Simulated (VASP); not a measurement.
A run of VASP 6.6.1 is set up as follows.

The input INCAR:

```
SYSTEM = Zn2Cd3S5
PREC = Accurate
ENCUT = 520
EDIFF = 1E-7
ISMEAR = 0
SIGMA = 0.1
LREAL = .False.
LASPH = .True.
NELM = 80
ALGO = Normal
ISIF = 2
LWAVE = .False.
LCHARG = .False.
GGA = PE
NBANDS = 56
```

KPOINTS

```
regular mesh
0
Gamma
  4 4 4
  0 0 0
```

The input POSCAR:

```
Zn2Cd3S5
1.0
    0.0000000000     -4.0325256844      0.0000000000
    4.0325256844      0.0000000000      0.0000000000
   -2.0162628422      2.0162628422     14.4801998330
Zn Cd S
2 3 5
Direct
    0.5443332775      0.0443332775      0.0886665550
    0.9556667225      0.4556667225      0.9113334450
    0.1424402641      0.6424402641      0.2848805282
    0.7500000000      0.2500000000      0.5000000000
    0.3575597359      0.8575597359      0.7151194718
    0.9115562832      0.9115562832      0.8231125664
    0.5000000000      0.5000000000      1.0000000000
    0.0884437168      0.0884437168      0.1768874336
    0.6962160598      0.6962160598      0.3924321196
    0.3037839402      0.3037839402      0.6075678804
```

Potentials or basis: VASP PAW PBE potentials, release 64 (Zn, Cd, S).

The run is started by

```bash
$ cat potpaw_PBE.64/Zn/POTCAR potpaw_PBE.64/Cd/POTCAR potpaw_PBE.64/S/POTCAR > POTCAR
$ mpirun -np 1 vasp_std > vasp.out
```

(1) What does it give for the largest force?

(2) Predict the band gap on the k mesh.

(3) Predict the pressure.

## Answers

(1) 0.036 eV/Å.

(2) 1.27 eV.

(3) 0.3 GPa.
